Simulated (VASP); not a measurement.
Input of a VASP 6.6.1 run:

The input POSCAR:

```
Te
1.0
   -2.9329344383      3.8433933172      1.5222519447
    2.9329344383     -3.8433933172      1.5222519447
    2.9329344383      3.8433933172     -1.5222519447
Te
2
Direct
    0.9990710000      0.2490710000      0.7500000000
    0.0009290000      0.7509290000      0.2500000000
```

INCAR.step1

```
PREC = Accurate
ENCUT = 520
ISMEAR = 1
SIGMA = 0.1
LREAL = F
LASPH = T
NELM = 80
NBANDS = 13
GGA = PE
ALGO = Normal
EDIFF = 1E-4
LWAVE = T
LCHARG = F
```

Contents of INCAR.step2:

```
PREC = Accurate
ENCUT = 520
EDIFF = 1E-6
ISMEAR = 1
SIGMA = 0.1
LREAL = F
LASPH = T
NELM = 80
ALGO = Normal
ISIF = 2
LWAVE = F
LCHARG = F
METAGGA = R2SCAN
LMIXTAU = T
NBANDS = 13
ISTART = 1
```

The input KPOINTS:

```
regular mesh
0
Gamma
  11 11 11
```

Potentials or basis: VASP PAW PBE potentials, release 64 (Te).

Run with:

```sh
$ cat potpaw_PBE.64/Te/POTCAR > POTCAR
$ cp INCAR.step1 INCAR
$ mpirun -np 1 vasp_std > vasp.out
$ cp INCAR.step2 INCAR
$ mpirun -np 1 vasp_std > vasp.out
```

Task: Predict the largest force.

Result: 0.003 eV/Å.

Task: Estimate the pressure.

Result: 1.4 GPa.

Stress tensor (GPa, compression positive):
```
 1.63  0.00  0.00
 0.00 -0.07  0.00
 0.00  0.00  2.70
```

Caveat: the PAW data sets were made with another functional, which shifts forces and pressure a little.
